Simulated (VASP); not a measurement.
Input of a VASP 6.6.1 run:

INCAR

```
ALGO = Normal ; EDIFF = 1E-7
EDIFFG = -0.08 ; ENCUT = 600
GGA = PE ; GGA_COMPAT = F
IBRION = 2 ; ISIF = 3
ISMEAR = 0 ; LASPH = T
LCHARG = F ; LMAXMIX = 6
LREAL = F ; LWAVE = F
NELM = 200 ; NELMIN = 4
NSW = 36 ; PREC = Accurate
SIGMA = 0.2
```

KPOINTS

```
k-points
0
Gamma
  3 3 3
```

POSCAR

```
DyBe
1.0
    5.2811892400      0.0000000000      0.0000000000
    0.0000000000      5.2811892400      0.0000000000
    0.0000000000      0.0000000000      5.5641484700
Dy Be
4 4
Direct
    0.5000000000      0.0000000000      0.4466815300
    0.5000000000      0.0000000000      0.9466815300
    0.0000000000      0.5000000000      0.0533184700
    0.0000000000      0.5000000000      0.5533184700
    0.7500000000      0.7500000000      0.2500000000
    0.2500000000      0.2500000000      0.2500000000
    0.7500000000      0.2500000000      0.7500000000
    0.2500000000      0.7500000000      0.7500000000
```

Potentials or basis: VASP PAW PBE potentials, release 64 (Dy_3, Be), 4f in core.

The run is started by

```console
$ cat potpaw_PBE.64/Dy_3/POTCAR potpaw_PBE.64/Be/POTCAR > POTCAR
$ mpirun -np 1 vasp_std > vasp.out
```

(1) Estimate the band gap on the k mesh.

(2) Predict the relaxed volume.

(3) What does it give for the space group after relaxing (to 0.1 Å)?

(4) What does it give for the relaxed cell?

## Answers

(1) zero (bands 22 and 23 overlap by 0.53 eV).

(2) 23.65 Å³/atom.

(3) P4_2/ncm (No. 138).

(4) a = 4.479 Å, b = 4.479 Å, c = 9.432 Å, α = 90.00°, β = 90.00°, γ = 90.00°.

Caveat: the k points lie up to 0.47 Å⁻¹ apart in the final cell, too coarse for converged energies and pressures of a metal; the volume moved by over 15 % at a fixed basis, so the end points are rough; spin-orbit coupling is left out, which moves the levels of the heavy elements; the 4f electrons are frozen in the core, so they carry no moment and show no levels.
